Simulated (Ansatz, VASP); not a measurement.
Two plane-wave programs on CuAu3

File POSCAR:

```
CuAu3
1.0
    3.7703099347      0.0000000000      0.0000000000
    0.0000000000      3.7703099347      0.0000000000
    0.0000000000      0.0000000000      3.7703099347
Cu Au
1 3
Direct
    0.0000000000      0.0000000000      0.0000000000
    0.0000000000      0.5000000000      0.5000000000
    0.5000000000      0.0000000000      0.5000000000
    0.5000000000      0.5000000000      0.0000000000
```

The input INCAR.step1:

```
SYSTEM = CuAu3
ALGO = Normal ; EDIFF = 1E-4
ENCUT = 520 ; GGA = PE
ISMEAR = 0 ; LASPH = .True.
LCHARG = .False. ; LREAL = .False.
LWAVE = .True. ; NBANDS = 30
NELM = 100 ; PREC = Accurate
SIGMA = 0.1
```

The input INCAR.step2:

```
SYSTEM = CuAu3
ALGO = Normal ; EDIFF = 1E-7
ENCUT = 520 ; ISIF = 2
ISMEAR = 0 ; ISTART = 1
LASPH = .True. ; LCHARG = .False.
LMIXTAU = .True. ; LREAL = .False.
LWAVE = .False. ; METAGGA = R2SCAN
NBANDS = 30 ; NELM = 100
PREC = Accurate ; SIGMA = 0.1
```

Contents of KPOINTS:

```
k-points
0
Gamma
  14 14 14
  0 0 0
```

Input for Ansatz:

```yaml
crystal:
  lattice:
    - [3.7703099347, 0.0, 0.0]
    - [0.0, 3.7703099347, 0.0]
    - [0.0, 0.0, 3.7703099347]
  atoms:
    - { symbol: Cu, position: [0.0, 0.0, 0.0] }
    - { symbol: Au, position: [0.0, 0.5, 0.5] }
    - { symbol: Au, position: [0.5, 0.0, 0.5] }
    - { symbol: Au, position: [0.5, 0.5, 0.0] }
basis:
  ecutwfc: 500
kpoints:
  mp_grid: { grid: [14, 14, 14] }
hamiltonian:
  xc: r2scan
scf:
  occupations: { method: gaussian, width: 0.1 }
output:
  forces: true
  stress: true
  eigenvalues: true
```

Change from the starting cell: equal strain along all axes, cell held, atoms relaxed: -6.0 %.

Alike in both runs: task single point; functional r2SCAN; k mesh 14 × 14 × 14; occupations gaussian, width 0.1 eV; no spin polarisation.

```csv
,VASP,Ansatz
version,VASP 6.6.1,Ansatz 0.2.0
potentials or method,"VASP PAW PBE potentials, release 64 (Cu, Au), cutoff 520 eV","scalar-relativistic, plane waves, PAW"
valence electrons in the cell,44,76
```

```tsv
	VASP	Ansatz	Ansatz less VASP
gap on the k mesh at the Fermi level (eV)	none	none	-
pressure (GPa)	49.3	48.3	-1.00
```

VASP's potentials were made for PBE, not for r2SCAN. A gap of «none» marks a metal or a gap that the smearing closes. Both programs put the cell under a high pressure, so it lies far from rest at this level. VASP's potentials hold 44 valence electrons a cell and Ansatz's 76, so a difference there can come from the potentials and not from the codes.

Spin-orbit coupling is off throughout.
